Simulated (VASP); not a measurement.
**Ti: single point with r2SCAN**

Ti:

```
CELL_PARAMETERS angstrom
0.00000 2.06981 2.06981
2.06981 0.00000 2.06981
2.06981 2.06981 0.00000
ATOMIC_POSITIONS crystal
Ti 0.00000 0.00000 0.00000
```

This isn't the form of Ti at room conditions, which is hcp.

| Item | Value |
| --- | --- |
| Program | VASP 6.6.1 |
| Task | single point |
| Functional | r2SCAN |
| Potentials or basis | VASP PAW PBE potentials, release 64 (Ti_sv) |
| Cutoff | 520 eV |
| k mesh | 11 × 11 × 11 |
| Occupations | fermi-dirac, width 0.05 eV |
| Spin | no spin polarisation |
| Dipole correction | no |
| Further INCAR settings | ALGO = Normal; EDIFF = 1e-07; NBANDS = 12 |

| Quantity | Value |
| --- | --- |
| Pressure | -1.9 GPa |
| Band gap on the k mesh | zero (bands 6 and 7 overlap by 1.22 eV) |

Levels at points of the mesh, in eV from the Fermi level:
```csv
k point,band 4,band 5,band 6,band 7,band 8,band 9
"(0.00, 0.00, 0.00)",-33.90,-6.41,1.00,1.00,1.00,2.75
```

It took 41 s on 1 thread of AMD EPYC 9R45 (Zen 5) (shared host), peak memory 0.12 GiB.

Caveat: the PAW data sets were made with another functional, which shifts forces and pressure a little.
